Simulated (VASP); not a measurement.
Set up this calculation in VASP 6.6.1, as the native input.

```
Task                   : electric field gradients
Functional             : PBEsol
Potentials or basis    : VASP PAW PBE potentials, release 64 (Cs_sv, Cl)
Cutoff                 : 400 eV
k mesh                 : 6 × 6 × 6
Occupations            : fermi-dirac, width 0.03 eV
Spin                   : no spin polarisation
Dipole correction      : no
Further INCAR settings : ALGO = Normal; EDIFF = 1e-08; NBANDS = 15
```

The structure of CsCl lies in POSCAR:

```
CsCl
1.0
    4.2038636668      0.0000000000      0.0000000000
    0.0000000000      4.2038636668      0.0000000000
    0.0000000000      0.0000000000      4.2038636668
Cs Cl
1 1
Direct
    0.0000000000      0.0000000000      0.0000000000
    0.5000000000      0.5000000000      0.5000000000
```

This cell differs from its parent crystal: volume scaled by 1.06.

One way to write it, as run:

INCAR

```
SYSTEM = CsCl
PREC = Accurate ; ENCUT = 400
EDIFF = 1E-8 ; ISMEAR = -1
SIGMA = 0.03 ; LREAL = .FALSE.
LASPH = .TRUE. ; NELM = 120
ALGO = Normal ; ISIF = 2
LWAVE = .FALSE. ; LCHARG = .FALSE.
GGA = PS ; LEFG = .TRUE.
NBANDS = 15 ; GGA_COMPAT = .FALSE.
```

KPOINTS

```
Automatic mesh
0
G
  6 6 6
  0 0 0
```

Potentials or basis: VASP PAW PBE potentials, release 64 (Cs_sv, Cl).

Command:

```sh
$ cat potpaw_PBE.64/Cs_sv/POTCAR potpaw_PBE.64/Cl/POTCAR > POTCAR
$ mpirun -np 1 vasp_std > vasp.out
```

Results of the run:

| Property | Result |
| --- | --- |
| Pressure | -1.4 GPa |
| Band gap on the k mesh | 4.80 eV, direct |

Caveat: without QUAD_EFG the Cq values of the log hold for a quadrupole moment of 1 mb, not for the nuclei; the PAW data sets were made with another functional, which shifts forces and pressure a little; spin-orbit coupling is left out, which moves the levels of the heavy elements.

It took 27 s on 1 thread of AMD EPYC 7R13 (shared host), peak memory 0.13 GiB.
